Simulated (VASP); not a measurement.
**Cu3Au: relaxation of cell and atoms with PBEsol**

Cu3Au:

```
Cu Au
1.0
     3.73539    0.00000    0.00000
     0.00000    3.73539    0.00000
     0.00000    0.00000    3.73539
Cu Au
3 1
Direct
  0.00000 0.50000 0.50000
  0.50000 0.50000 0.00000
  0.50000 0.00000 0.50000
  0.00000 0.00000 0.00000
```

- Program: VASP 6.6.1
- Task: relaxation of cell and atoms
- Functional: PBEsol
- Potentials or basis: VASP PAW PBE potentials, release 64 (Cu, Au)
- Cutoff: 600 eV
- k mesh: 12 × 12 × 12
- Occupations: gaussian, width 0.1 eV
- Spin: no spin polarisation
- Dipole correction: no
- Further INCAR settings: ALGO = Normal; EDIFF = 1e-07; IBRION = 2; EDIFFG = -0.005; NSW = 100; ISIF = 3

```
Relaxed volume                         : 12.83 Å³/atom
Relaxed cell                           : a = 3.716 Å, b = 3.716 Å, c = 3.716 Å, α = 90.00°, β = 90.00°, γ = 90.00°
Space group after relaxing (to 0.05 Å) : Pm-3m (No. 221)
Energy gained by relaxing              : 1.6 meV/atom
Ionic steps                            : 3
Pressure after relaxing                : 0.0 GPa
Band gap on the k mesh                 : zero (band 22 reaches 9.64 eV, above the bottom of band 23 at 7.26 eV)
```

Step by step:
```
step  energy change (eV)  largest force (eV/Å)  pressure (GPa)  volume (Å³)
   1              0.0000                0.0000           -2.47        52.12
   2             -0.0015                0.0000            2.36        50.62
   3             -0.0065                0.0000            0.02        51.31
```

Final structure:
```cif
data_structure
_symmetry_space_group_name_H-M 'P 1'
_symmetry_Int_Tables_number 1
_cell_length_a 3.7158
_cell_length_b 3.7158
_cell_length_c 3.7158
_cell_angle_alpha 90.000
_cell_angle_beta 90.000
_cell_angle_gamma 90.000
_cell_volume 51.31
loop_
_atom_site_label
_atom_site_type_symbol
_atom_site_fract_x
_atom_site_fract_y
_atom_site_fract_z
_atom_site_occupancy
Cu1 Cu 0.00000 0.50000 0.50000 1
Cu2 Cu 0.50000 0.50000 0.00000 1
Cu3 Cu 0.50000 0.00000 0.50000 1
Au1 Au 0.00000 0.00000 0.00000 1
```

Levels at points of the mesh, in eV from the Fermi level:
| k point | band 20 | band 21 | band 22 | band 23 | band 24 | band 25 |
| --- | --- | --- | --- | --- | --- | --- |
| (0.00, 0.00, 0.00) | -1.43 | -1.43 | 1.15 | 1.15 | 1.15 | 6.09 |
| (0.50, 0.00, 0.00) | -2.00 | -1.59 | -1.43 | 5.80 | 5.80 | 6.61 |
| (0.50, 0.50, 0.00) | -2.23 | -0.56 | -0.56 | -0.44 | 0.34 | 8.62 |
| (0.50, 0.50, 0.50) | -1.65 | -1.24 | -1.22 | -1.22 | -1.22 | 2.51 |

Run time: 2.1 min on 1 thread of Intel(R) Xeon(R) 6975P-C (Granite Rapids) (shared host), peak memory 0.27 GiB.

Caveat: the PAW data sets were made with another functional, which shifts forces and pressure a little; spin-orbit coupling is left out, which moves the levels of the heavy elements.
